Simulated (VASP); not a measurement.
The system is InSb3.

```
Sb In
1.0
     4.70825    0.00000    0.00000
     0.00000    4.70825    0.00000
     0.00000    0.00000    4.70825
Sb In
3 1
Direct
  0.50000 0.50000 0.00000
  0.00000 0.50000 0.50000
  0.50000 0.00000 0.50000
  0.00000 0.00000 0.00000
```

Base run:

* Program: VASP 6.6.1
* Functional: PBE
* Potentials or basis: VASP PAW PBE potentials, release 64 (Sb, In_d)
* Cutoff: 520 eV
* k mesh: 6 × 6 × 6
* Occupations: fermi-dirac, width 0.05 eV
* Spin: no spin polarisation

Its results: band gap on the k mesh zero (band 14 reaches 12.43 eV, above the bottom of band 15 at 7.42 eV); pressure 3.8 GPa.

**Question.** The run is repeated on the same cell with these changes: functional from PBE to r2SCAN; further incar settings from ALGO = Normal; EDIFF = 1e-07; NBANDS = 22 to ALGO = Normal; EDIFF = 1e-06; NBANDS = 22. What comes out?

**Answer.** Band gap on the k mesh zero (band 14 reaches 12.59 eV, above the bottom of band 15 at 7.23 eV); pressure 3.1 GPa.

Caveats: spin-orbit coupling is left out, which moves the levels of the heavy elements; the PAW data sets were made with another functional, which shifts forces and pressure a little (some runs).
